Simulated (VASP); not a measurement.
**BP: elastic constants with PBE**

Crystal: BP.

```
B P
1.0
     0.00000    2.27415    2.27415
     2.27415    0.00000    2.27415
     2.27415    2.27415    0.00000
B P
1 1
Direct
  0.00000 0.00000 0.00000
  0.25000 0.25000 0.25000
```

```
Program                   : VASP 6.6.1
Task                      : elastic constants
Functional                : PBE
Potentials or basis       : VASP PAW PBE potentials, release 64 (B, P)
Cutoff                    : 600 eV
k mesh                    : 10 × 10 × 10
Occupations               : gaussian, width 0.01 eV
Spin                      : no spin polarisation
Dipole correction         : no
Ions in elastic constants : relaxed
Further INCAR settings    : ALGO = Normal; EDIFF = 1e-08; IBRION = 6; POTIM = 0.015; NSW = 1; ISIF = 3
```

* Elastic constants C11, C12, C44: 339, 73, 185 GPa
* Voigt bulk modulus: 162 GPa
* Highest phonon frequency at Γ, LO-TO splitting left out: 798 cm⁻¹

Phonon frequencies in cm⁻¹ (negative: imaginary):
```
              q point        frequencies
(0.000, 0.000, 0.000)  0 0 0 798 798 798
```

Elastic tensor in Voigt notation (GPa, in the Cartesian axes of the cell as first typed):
```
339  73  73   0   0   0
 73 339  73   0   0   0
 73  73 339   0   0   0
  0   0   0 185   0   0
  0   0   0   0 185   0
  0   0   0   0   0 185
```

Clamped-ion elastic tensor (GPa):
```
339  73  73   0   0   0
 73 339  73   0   0   0
 73  73 339   0   0   0
  0   0   0 203   0   0
  0   0   0   0 203   0
  0   0   0   0   0 203
```

Wall time 7.6 min on 1 thread of Intel(R) Xeon(R) Platinum 8375C CPU @ 2.90GHz (Ice Lake), on a shared host, peak memory 0.27 GiB.
